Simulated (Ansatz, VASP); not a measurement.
This is a calculation of MnSb for Ansatz 0.2.0.

File input.yaml:

```yaml
crystal:
  lattice:
    - [4.2313932131, 0.0, 0.0]
    - [-2.1156966065, 3.6644940159, 0.0]
    - [0.0, 0.0, 5.8933621136]
  atoms:
    - { symbol: Sb, position: [0.6666666667, 0.3333333333, 0.75] }
    - { symbol: Sb, position: [0.3333333333, 0.6666666667, 0.25] }
    - { symbol: Mn, position: [0.0, 0.0, 0.5], spin: 4.0 }
    - { symbol: Mn, position: [0.0, 0.0, 0.0], spin: 4.0 }
hamiltonian:
  xc: rpbe
  pseudopotentials: { kind: paw }
magnetization:
  spin_polarized: true
kpoints:
  mp_grid: { grid: [7, 7, 5] }
scf:
  occupations: { method: fermi_dirac, width: 0.05 }
output:
  forces: true
  stress: true
  eigenvalues: true
```

Potentials or basis: Ansatz PAW.

Launch:

```bash
$ ansatz run input.yaml --threads 2 --pin off --max-ram 5120MiB --backend cpu --events-out ev --progress --plain --runs-dir out
```

Task: Translate it to VASP 6.6.1. Potentials there: VASP PAW PBE potentials, release 64 (Sb, Mn_pv).

Result: As run (the cutoff follows the program's own potentials):

INCAR

```
SYSTEM = MnSb
PREC = Accurate
ENCUT = 520
EDIFF = 1E-6
ISMEAR = -1
SIGMA = 0.05
LREAL = .False.
LASPH = .True.
NELM = 150
ALGO = Normal
ISIF = 2
LWAVE = .False.
LCHARG = .False.
ISPIN = 2
MAGMOM = 0 0 4 4
LORBIT = 11
LMAXMIX = 4
GGA = RP
NBANDS = 30
```

The input KPOINTS:

```
regular mesh
0
Gamma
  7 7 5
  0 0 0
```

File POSCAR:

```
MnSb
1.0
    4.2313932131      0.0000000000      0.0000000000
   -2.1156966065      3.6644940159      0.0000000000
    0.0000000000      0.0000000000      5.8933621136
Sb Mn
2 2
Direct
    0.6666666667      0.3333333333      0.7500000000
    0.3333333333      0.6666666667      0.2500000000
    0.0000000000      0.0000000000      0.5000000000
    0.0000000000      0.0000000000      0.0000000000
```

Potentials or basis: VASP PAW PBE potentials, release 64 (Sb, Mn_pv).

Command:

```sh
$ cat potpaw_PBE.64/Sb/POTCAR potpaw_PBE.64/Mn_pv/POTCAR > POTCAR
$ mpirun -np 1 vasp_std > vasp.out
```

Both were run:

|  | VASP | Ansatz | Ansatz less VASP |
| --- | --- | --- | --- |
| gap on the k mesh at the Fermi level (eV) | none | none | - |
| pressure (GPa) | -2.9 | -2.9 | +0.05 |
| traceless stress, the component that is largest in VASP (GPa) | -0.29 | -0.30 | -0.010 |
| net moment per atom (μB) | 1.78 | 1.78 | +0.001 |
| size of the moment on the site where the two differ most (μB) | 3.62 | 3.67 | +0.055 |

VASP's potentials were made for PBE, not for RPBE. Site moments also hang on the region over which each program counts them. A gap of «none» marks a metal or a gap that the smearing closes. VASP's potentials hold 36 valence electrons a cell and Ansatz's 60, so a difference there can come from the potentials and not from the codes.

Spin-orbit coupling is off throughout.
